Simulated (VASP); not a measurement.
# Lu in VASP: single point with LDA

Aim: the single point of Lu with LDA.

Everything below comes from runs of VASP 6.6.1. Logs are shortened: lines on timing, memory, paths and dates and some standing lists are left out, and cuts for length are marked.

## 1. The cell of the first run

The cell holds a slab with vacuum, 16 atoms: a = 7.020 Å, b = 7.020 Å, c = 21.345 Å, α = 90.00°, β = 90.00°, γ = 60.00°.

## 2. Single point, LDA

INCAR

```
PREC = Accurate ; ENCUT = 520
EDIFF = 1E-7 ; ISMEAR = -1
SIGMA = 0.15 ; LREAL = Auto
LASPH = True ; NELM = 60
ALGO = Normal ; ISIF = 2
LWAVE = False ; LCHARG = False
GGA = CA ; NBANDS = 214
```

KPOINTS

```
Automatic mesh
0
Gamma
  2 2 1
```

POSCAR

```
Lu
1.0
    7.0199998068      0.0000000000      0.0000000000
    3.5099999034      6.0794981673      0.0000000000
    0.0000000000      0.0000000000     21.3450250000
Lu
16
Direct
   -0.1666666667      0.3333333333      0.0468493000
    0.3333333333      0.3333333333      0.0468493000
   -0.1666666667      0.8333333333      0.0468493000
    0.3333333333      0.8333333333      0.0468493000
    0.0000000000      0.0000000000      0.1650841869
    0.5000000000      0.0000000000      0.1650841869
    0.0000000000      0.5000000000      0.1650841869
    0.5000000000      0.5000000000      0.1650841869
   -0.1666666667      0.3333333333      0.2866596316
    0.3333333333      0.3333333333      0.2866596316
   -0.1666666667      0.8333333333      0.2866596316
    0.3333333333      0.8333333333      0.2866596316
    0.0000000000      0.0000000000      0.4048311064
    0.5000000000      0.0000000000      0.4048311064
    0.0000000000      0.5000000000      0.4048311064
    0.5000000000      0.5000000000      0.4048311064
```

Potentials or basis: VASP PAW PBE potentials, release 64 (Lu).

On the command line:

```sh
cat potpaw_PBE.64/Lu/POTCAR > POTCAR
mpirun -np 1 vasp_std > vasp.out
```

OUTCAR:

```text
PREC = Accurate
   ENCUT = 520
   EDIFF = 1E-7
   ISMEAR = -1
   LREAL = Auto
   LASPH = True
   NELM = 60
   ISIF = 2
   GGA = CA

 ion  position               nearest neighbor table
   1  0.833  0.333  0.047-   8 3.24   5 3.24   7 3.24   2 3.51   2 3.51   3 3.51   4 3.51   3 3.51
                             4 3.51
   2  0.333  0.333  0.047-   7 3.24   6 3.24   8 3.24   1 3.51   1 3.51   3 3.51   4 3.51   4 3.51
                             3 3.51
   3  0.833  0.833  0.047-   6 3.24   7 3.24   5 3.24   4 3.51   4 3.51   1 3.51   2 3.51   2 3.51
                             1 3.51
   4  0.333  0.833  0.047-   5 3.24   8 3.24   6 3.24   3 3.51   3 3.51   1 3.51   2 3.51   1 3.51
                             2 3.51
   5  0.000  0.000  0.165-   4 3.24   1 3.24   3 3.24  12 3.29   9 3.29  11 3.29   6 3.51   6 3.51
                             7 3.51   8 3.51   7 3.51   8 3.51
   6  0.500  0.000  0.165-   3 3.24   2 3.24   4 3.24  11 3.29  10 3.29  12 3.29   5 3.51   5 3.51
                             7 3.51   8 3.51   8 3.51   7 3.51
   7  0.000  0.500  0.165-   2 3.24   3 3.24   1 3.24  10 3.29  11 3.29   9 3.29   8 3.51   8 3.51
                             5 3.51   6 3.51   6 3.51   5 3.51
   8  0.500  0.500  0.165-   1 3.24   4 3.24   2 3.24   9 3.29  12 3.29  10 3.29   7 3.51   7 3.51
                             5 3.51   6 3.51   5 3.51   6 3.51
   9  0.833  0.333  0.287-  16 3.24  13 3.24  15 3.24   8 3.29   5 3.29   7 3.29  10 3.51  10 3.51
[... 22 lines left out ...]
 A1 = (  -3.5099999034,  -6.0794981673,   0.0000000000)
 A2 = (   7.0199998068,   0.0000000000,   0.0000000000)
 A3 = (   0.0000000000,   0.0000000000,  21.3450250000)

Analysis of symmetry for initial positions (statically):
=====================================================================
 Subroutine PRICEL returns following result:

  LATTYP: Found a hexagonal cell.
 ALAT       =     3.5099999034
 C/A-ratio  =     6.0812038710

  Lattice vectors:

 A1 = (  -1.7549999517,  -3.0397490836,   0.0000000000)
 A2 = (   3.5099999034,   0.0000000000,   0.0000000000)
 A3 = (   0.0000000000,   0.0000000000,  21.3450250000)

   4 primitive cells build up your supercell.

 Routine SETGRP: Setting up the symmetry group for a
 hexagonal supercell.

 Subroutine GETGRP returns: Found  6 space group operations
 (whereof  6 operations were pure point group operations)
 out of a pool of 24 trial point group operations.

The static configuration has the point symmetry C_3v.

Analysis of symmetry for dynamics (positions and initial velocities):
=====================================================================
 Subroutine PRICEL returns following result:

  LATTYP: Found a hexagonal cell.
[... 114 lines left out ...]
   ISMEAR =    -1;   SIGMA  =   0.15  broadening in eV -4-tet -1-fermi 0-gaus
   EFERMI_NEDOS =   21; number of points for ismear=-14 and -15
   IALGO  =     38    algorithm
   IMIX   =      4    mixing-type and parameters
     AMIX     =   0.40;   BMIX     =  1.00
     AMIX_MAG =   1.60;   BMIX_MAG =  1.00
  volume/ion in A,a.u.               =      56.94       384.22
  Fermi-wavevector in a.u.,A,eV,Ry     =   1.244307  2.351400 21.065911  1.548301
  Thomas-Fermi vector in A             =   2.378580
   LORBIT       =      0    0 simple, 1 ext, 2 COOP (PROOUT), +10 PAW based schemes
   GGA     = CA    functional components
   LHFCALC =     F    Hartree Fock is set to
   AEXX    =    0.0000 exact exchange contribution
   IVDW    =     0    specifies the selected vdW correction
   LEPSILON=     F    determine dielectric tensor
   LRPA    =     F    only Hartree local field effects (RPA)
 non-spin polarized calculation
  energy-cutoff  :      520.00
  volume of cell :      910.96
 maximum number of plane-waves:     24553
 NGX is ok and might be reduce to    54
   NGX = 27   NGY = 27   NGZ = 79

 number of electron     399.9999879 magnetization

 Free energy of the ion-electron system (eV)
  ---------------------------------------------------
  ext. energy  EPLUGINS =         0.00000000
  ---------------------------------------------------
  free energy    TOTEN  =       -76.52115689 eV

  energy without entropy =      -74.18122332  energy(sigma->0) =      -75.35119010

 E-fermi :  -0.7166     XC(G=0):  -6.3812

 val. band max:       -0.7813793512   @ k =   0.5000   0.0000   0.0000
 cond. band min:      -0.5878660729   @ k =   0.5000   0.0000   0.0000
 fundamental gap:      0.1935132783
 Fermi energy:        -0.7166023671

 k-point     1 :       0.0000    0.0000    0.0000
  band No.  band energies     occupation
      1     -56.9708      2.00000
      2     -56.9698      2.00000
      3     -56.9542      2.00000
      4     -56.9542      2.00000
      5     -56.9542      2.00000
      6     -56.9532      2.00000
[... 204 lines left out ...]
    211       0.9836      0.00002
    212       0.9889      0.00002

 k-point     2 :       0.5000    0.0000    0.0000
  band No.  band energies     occupation
      1     -56.9625      2.00000
      2     -56.9625      2.00000
      3     -56.9615      2.00000
      4     -56.9615      2.00000
      5     -56.9542      2.00000
      6     -56.9542      2.00000
[... 204 lines left out ...]
    211      -0.0313      0.02053
    212      -0.0313      0.02053
 [bands above 212 left out]

------------------------ aborting loop because EDIFF is reached ----------------------------------------

  FORCE on cell =-STRESS in cart. coord.  units (eV):
  Direction    XX          YY          ZZ          XY          YZ          ZX
  --------------------------------------------------------------------------------------
  -------------------------------------------------------------------------------------
  Total      -11.4430733    -11.4430733      0.4157356     -0.0000000      0.0000000      0.0000000
  in kB      -20.1257355    -20.1257355      0.7311834     -0.0000000      0.0000000      0.0000000
  external PRESSURE =     -13.1734292 kB  Pullay stress =       0.0000000 kB

 VOLUME and BASIS-vectors are now :
 -----------------------------------------------------------------------------
  energy-cutoff  :      520.00
  volume of cell :      910.96
      direct lattice vectors                 reciprocal lattice vectors
     7.019999807  0.000000000  0.000000000     0.142450146 -0.082243630  0.000000000
     3.509999903  6.079498167  0.000000000     0.000000000  0.164487261  0.000000000
     0.000000000  0.000000000 21.345025000     0.000000000  0.000000000  0.046849324

 POSITION                                       TOTAL-FORCE (eV/Angst)
 -----------------------------------------------------------------------------------
      7.02000      2.02650      1.00000        -0.000000     -0.000000     -0.011021
      3.51000      2.02650      1.00000        -0.000000     -0.000000     -0.011021
      8.77500      5.06625      1.00000        -0.000000     -0.000000     -0.011021
      5.26500      5.06625      1.00000        -0.000000     -0.000000     -0.011021
      0.00000      0.00000      3.52373        -0.000000      0.000000     -0.028222
      3.51000      0.00000      3.52373        -0.000000      0.000000     -0.028222
[... 8 lines left out ...]
      1.75500      3.03975      8.64113         0.000000      0.000000      0.014302
      5.26500      3.03975      8.64113         0.000000      0.000000      0.014302
 -----------------------------------------------------------------------------------
    total drift:                                0.000006      0.000003      0.007192

  FREE ENERGIE OF THE ION-ELECTRON SYSTEM (eV)
  ---------------------------------------------------
  free  energy   TOTEN  =       -76.5211568855 eV

  energy  without entropy=      -74.1812233183  energy(sigma->0) =      -75.35119010
```

OSZICAR:

```text
N       E                     dE             d eps       ncg     rms          rms(c)
DAV:   1     0.995897372331E+04    0.99590E+04   -0.93361E+04   940   0.591E+03
DAV:   2     0.279456469982E+04   -0.71644E+04   -0.68066E+04   944   0.152E+03
DAV:   3     0.476931274961E+03   -0.23176E+04   -0.21948E+04  1008   0.415E+02
[... 35 lines left out ...]
DAV:  39    -0.765211564764E+02   -0.11058E-06   -0.10780E-06   464   0.475E-04    0.163E-04
DAV:  40    -0.765211565809E+02   -0.10450E-06   -0.10442E-06   464   0.642E-04    0.194E-04
DAV:  41    -0.765211566837E+02   -0.10277E-06   -0.10274E-06   464   0.307E-04    0.222E-04
DAV:  42    -0.765211567860E+02   -0.10236E-06   -0.98758E-07   464   0.184E-03    0.260E-04
DAV:  43    -0.765211568855E+02   -0.99521E-07   -0.96373E-07   464   0.222E-03
   1 F= -.76521157E+02 E0= -.75351190E+02  d E =-.233993E+01
```

stdout:

```text
POSCAR found type information on POSCAR Lu
 POSCAR found :  1 types and      16 ions
 scaLAPACK will be used
 -----------------------------------------------------------------------------
|                                                                             |
|                                                                             |
|     You enforced a specific xc type in the INCAR file but a different       |
|     I HOPE YOU KNOW WHAT YOU ARE DOING!                                     |
|                                                                             |
 -----------------------------------------------------------------------------

 LDA part: xc-table for (Slater(with rela. corr.)+CA(PZ))
 , standard interpolation
 POSCAR, INCAR and KPOINTS ok, starting setup
 FFT: planning ... GRIDC
 FFT: planning ... GRID_SOFT
 FFT: planning ... GRID
 WAVECAR not read
 entering main loop
```

Run time: 33 min. Hardware: 1 thread of AMD EPYC 7R43 (Zen 3), shared host; peak memory 0.71 GiB.

What came out:

* Free energy: -76.5212 eV
* Largest force: 0.028 eV/Å
* Band gap on the k mesh: zero (bands 200 and 201 overlap by 0.09 eV)

Forces on the atoms (eV/Å):
```
Lu   0.000  0.000 -0.011
Lu   0.000  0.000 -0.011
Lu   0.000  0.000 -0.011
Lu   0.000  0.000 -0.011
Lu   0.000  0.000 -0.028
Lu   0.000  0.000 -0.028
Lu   0.000  0.000 -0.028
Lu   0.000  0.000 -0.028
Lu   0.000  0.000  0.025
Lu   0.000  0.000  0.025
Lu   0.000  0.000  0.025
Lu   0.000  0.000  0.025
Lu   0.000  0.000  0.014
Lu   0.000  0.000  0.014
Lu   0.000  0.000  0.014
Lu   0.000  0.000  0.014
```

Caveat: the k points lie up to 0.52 Å⁻¹ apart; there is no dipole correction, which matters where the two faces differ; the PAW data sets were made with another functional, which shifts forces and pressure a little; spin-orbit coupling is left out, which moves the levels of the heavy elements.

The gap in the log of VASP goes by the Fermi energy; the results here count the filled bands.